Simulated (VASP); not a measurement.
# Al (I4/mmm) in VASP: notebook

The runs below take Al through single point, with PBE.

Program: VASP 6.6.1. These are calculated values, not measurements. Logs are shortened: lines on timing, memory, paths and dates and some standing lists are left out, and cuts for length are marked.

## 1. The cell of the first run

The structure is tetragonal, space group I4/mmm (No. 139). The conventional cell has a = 2.856 Å, b = 2.856 Å, c = 4.150 Å, α = 90.00°, β = 90.00°, γ = 90.00°. Within 3.8 Å of Al (site symmetry 4/mmm) lie 12 Al at 2.86 to 2.90 Å.

## 2. Single point, PBE (volume 16.928 Å^3 an atom, c/a of the conventional cell 1.4530)

Contents of INCAR:

```
PREC = Accurate
ENCUT = 520
EDIFF = 1E-6
ISMEAR = 0
SIGMA = 0.15
LREAL = False
LASPH = True
NELM = 80
ALGO = Normal
ISIF = 2
LWAVE = False
LCHARG = False
GGA = PE
NBANDS = 8
```

Contents of KPOINTS:

```
Automatic mesh
0
Gamma
  22 22 22
```

Contents of POSCAR:

```
Al
1.0
   -1.4280996104      1.4280996104      2.0750287339
    1.4280996104     -1.4280996104      2.0750287339
    1.4280996104      1.4280996104     -2.0750287339
Al
1
Direct
    0.0000000000      0.0000000000      0.0000000000
```

Potentials or basis: VASP PAW PBE potentials, release 64 (Al).

The run is started by

```bash
$ cat potpaw_PBE.64/Al/POTCAR > POTCAR
$ mpirun -np 1 vasp_std > vasp.out
```

OUTCAR:

```text
PREC = Accurate
   ENCUT = 520
   EDIFF = 1E-6
   ISMEAR = 0
   LREAL = False
   LASPH = True
   NELM = 80
   ISIF = 2
   GGA = PE

 ion  position               nearest neighbor table
   1  0.000  0.000  0.000-

  LATTYP: Found a body centered tetragonal cell.
 ALAT       =     2.8561992208
 C/A-ratio  =     1.4530000000

  Lattice vectors:

 A1 = (  -1.4280996104,   1.4280996104,   2.0750287339)
 A2 = (   1.4280996104,  -1.4280996104,   2.0750287339)
 A3 = (   1.4280996104,   1.4280996104,  -2.0750287339)

Analysis of symmetry for initial positions (statically):
=====================================================================
 Subroutine PRICEL returns:
 Original cell was already a primitive cell.

 Routine SETGRP: Setting up the symmetry group for a
 body centered tetragonal supercell.

 Subroutine GETGRP returns: Found 16 space group operations
 (whereof 16 operations were pure point group operations)
 out of a pool of 16 trial point group operations.

The static configuration has the point symmetry D_4h.

Analysis of symmetry for dynamics (positions and initial velocities):
=====================================================================
 Subroutine PRICEL returns:
 Original cell was already a primitive cell.

 Routine SETGRP: Setting up the symmetry group for a
 body centered tetragonal supercell.

 Subroutine GETGRP returns: Found 16 space group operations
 (whereof 16 operations were pure point group operations)
 out of a pool of 16 trial point group operations.

The dynamic configuration has the point symmetry D_4h.

 Subroutine INISYM returns: Found 16 space group operations
 (whereof 16 operations are pure point group operations),
 and found     1 'primitive' translations

----------------------------------------------------------------------------------------

                                     Primitive cell

  volume of cell :      16.9278

  direct lattice vectors                    reciprocal lattice vectors
    -1.428099610  1.428099610  2.075028734     0.000000000  0.350115634  0.240960519
     1.428099610 -1.428099610  2.075028734     0.350115634  0.000000000  0.240960519
     1.428099610  1.428099610 -2.075028734     0.350115634  0.350115634  0.000000000

  length of vectors
     2.895631406  2.895631406  2.895631406     0.425021092  0.425021092  0.495138277

  position of ions in fractional coordinates (direct lattice)
     0.000000000  0.000000000  0.000000000
[... 72 lines left out ...]
   LSORBIT =      F    spin-orbit coupling
   LASPH  =      T    aspherical Exc in radial PAW
   ENCUT  =  520.0 eV  38.22 Ry    6.18 a.u.   5.38  5.38  5.38*2*pi/ulx,y,z
   NELM   =     80;   NELMIN=  2; NELMDL= -5     # of ELM steps
   EDIFF  = 0.1E-05   stopping-criterion for ELM
   LREAL  =      F    real-space projection
   EDIFFG = 0.1E-04   stopping-criterion for IOM
   NSW    =      0    number of steps for IOM
   IBRION =     -1    ionic relax: 0-MD 1-quasi-New 2-CG
   NFREE  =      0    steps in history (QN), initial steepest desc. (CG)
   ISIF   =      2    stress and relaxation
   ISYM   =      2    0-nonsym 1-usesym 2-fastsym
   POTIM  = 0.5000    time-step for ionic-motion
   TEBEG  =    0.0;   TEEND  =   0.0 temperature during run
   PSTRESS=    0.0 pullay stress
   NELECT =       3.0000    total number of electrons
   NUPDOWN=      -1.0000    fix difference up-down
   EMIN   =  10.00;   EMAX   =-10.00  energy-range for DOS
   EFERMI =   0.00;   METHOD = LEGACY
   ISMEAR =     0;   SIGMA  =   0.15  broadening in eV -4-tet -1-fermi 0-gaus
   EFERMI_NEDOS =   21; number of points for ismear=-14 and -15
   IALGO  =     38    algorithm
   IMIX   =      4    mixing-type and parameters
     AMIX     =   0.40;   BMIX     =  1.00
     AMIX_MAG =   1.60;   BMIX_MAG =  1.00
  volume/ion in A,a.u.               =      16.93       114.23
  Fermi-wavevector in a.u.,A,eV,Ry     =   0.919563  1.737722 11.505037  0.845596
  Thomas-Fermi vector in A             =   2.044771
   LORBIT       =      0    0 simple, 1 ext, 2 COOP (PROOUT), +10 PAW based schemes
   GGA     = PE    functional components
   LHFCALC =     F    Hartree Fock is set to
   AEXX    =    0.0000 exact exchange contribution
   IVDW    =     0    specifies the selected vdW correction
   LEPSILON=     F    determine dielectric tensor
   LRPA    =     F    only Hartree local field effects (RPA)
 non-spin polarized calculation
 Gauss-broadening in eV      SIGMA  =   0.15
  energy-cutoff  :      520.00
  volume of cell :       16.93
 maximum number of plane-waves:       475
 NGX is ok and might be reduce to    24
   NGX = 11   NGY = 11   NGZ = 11

 number of electron       3.0000000 magnetization

 Free energy of the ion-electron system (eV)
  ---------------------------------------------------
  ext. energy  EPLUGINS =         0.00000000
  ---------------------------------------------------
  free energy    TOTEN  =        -3.74492420 eV

  energy without entropy =       -3.74025587  energy(sigma->0) =       -3.74259003

 E-fermi :   7.7186     XC(G=0): -10.1043

 val. band max:        7.7143371690   @ k =  -0.4545   0.4545   0.0909
 cond. band min:       7.7280555664   @ k =  -0.3636  -0.4545   0.2273
 fundamental gap:      0.0137183973
 Fermi energy:         7.7186325641

 k-point     1 :       0.0000    0.0000    0.0000
  band No.  band energies     occupation
      1      -3.2230      2.00000
      2      20.0269      0.00000
      3      20.3209      0.00000
      4      20.3209      0.00000
      5      21.4924      0.00000
      6      21.4924      0.00000
      7      21.5699      0.00000
      8      24.0284      0.00000
[... 243 lines left out ...]
 k-point    24 :      -0.4545    0.0455   -0.0000
  band No.  band energies     occupation
      1       1.9118      2.00000
      2       4.9914      2.00000
      3      17.4790      0.00000
      4      18.4771      0.00000
      5      19.0257      0.00000
      6      20.3013      0.00000
      7      23.0263      0.00000
      8      23.7365      0.00000

 [... further k-points ...]
[... 5 lines left out ...]
  --------------------------------------------------------------------------------------
  -------------------------------------------------------------------------------------
  Total       -0.1389240     -0.1389240     -0.3215891      0.0000000     -0.0000000      0.0000000
  in kB      -13.1488222    -13.1488222    -30.4376306      0.0000000     -0.0000000      0.0000000
  external PRESSURE =     -18.9117584 kB  Pullay stress =       0.0000000 kB

 VOLUME and BASIS-vectors are now :
 -----------------------------------------------------------------------------
  energy-cutoff  :      520.00
  volume of cell :       16.93
      direct lattice vectors                 reciprocal lattice vectors
    -1.428099610  1.428099610  2.075028734     0.000000000  0.350115634  0.240960519
     1.428099610 -1.428099610  2.075028734     0.350115634  0.000000000  0.240960519
     1.428099610  1.428099610 -2.075028734     0.350115634  0.350115634  0.000000000

 POSITION                                       TOTAL-FORCE (eV/Angst)
 -----------------------------------------------------------------------------------
      0.00000      0.00000      0.00000         0.000000      0.000000      0.000000
 -----------------------------------------------------------------------------------
    total drift:                                0.000000      0.000000      0.000000

  FREE ENERGIE OF THE ION-ELECTRON SYSTEM (eV)
  ---------------------------------------------------
  free  energy   TOTEN  =        -3.7449241954 eV

  energy  without entropy=       -3.7402558739  energy(sigma->0) =       -3.74259003
```

Wall time 36 s (1 thread of Intel Xeon Platinum 8375C at 2.90GHz (Ice Lake), shared host); peak memory 0.21 GiB.

What came out:

- Free energy: -3.7449 eV
- Pressure: -1.9 GPa

## 3. Single point, PBE (volume 15.574 Å^3 an atom, c/a of the conventional cell 1.4530)

Contents of INCAR:

```
PREC     = Accurate       # precision mode
ENCUT    = 520            # plane-wave cutoff, eV
EDIFF    = 1E-7           # SCF threshold, eV
ISMEAR   = 0              # smearing method
SIGMA    = 0.15           # smearing width, eV
LREAL    = False          # projectors in reciprocal space
LASPH    = True           # aspherical terms in the spheres
NELM     = 60             # most SCF steps
ALGO     = Fast           # electronic algorithm
ISIF     = 2              # what is computed and relaxed
LWAVE    = False          # write WAVECAR
LCHARG   = False          # write CHGCAR
GGA      = PE             # functional
NBANDS   = 8              # bands
```

KPOINTS is that of step 2.

Contents of POSCAR:

```
Al
1.0
   -1.3889657014      1.3889657014      2.0181671642
    1.3889657014     -1.3889657014      2.0181671642
    1.3889657014      1.3889657014     -2.0181671642
Al
1
Direct
    0.0000000000      0.0000000000      0.0000000000
```

Potentials or basis: VASP PAW PBE potentials, release 64 (Al).

The run is started by

```bash
$ cat potpaw_PBE.64/Al/POTCAR > POTCAR
$ mpirun -np 1 vasp_std > vasp.out
```

It took 49 s on 1 thread of Intel Xeon Platinum 8488C (Sapphire Rapids), shared host; peak memory 0.2 GiB.

Results (log left out):

| Item | Value |
| --- | --- |
| Free energy | -3.7335 eV |
| Pressure | 5.1 GPa |

Stress tensor (GPa, compression positive):
```
5.91 0.00 0.00
0.00 5.91 0.00
0.00 0.00 3.52
```

Levels at points of the mesh, in eV from the Fermi level:
| k point | band 1 | band 2 | band 3 | band 4 | band 5 | band 6 |
| --- | --- | --- | --- | --- | --- | --- |
| (0.00, 0.00, 0.00) | -11.53 | 12.76 | 13.06 | 13.06 | 14.87 | 14.87 |
| (0.50, 0.00, 0.00) | -4.82 | -4.45 | 11.40 | 11.65 | 12.06 | 12.41 |
| (0.50, 0.50, 0.00) | -2.92 | -1.42 | 5.18 | 5.62 | 5.81 | 9.48 |
| (0.50, 0.50, 0.50) | -3.32 | -1.98 | 5.50 | 6.23 | 6.23 | 9.98 |
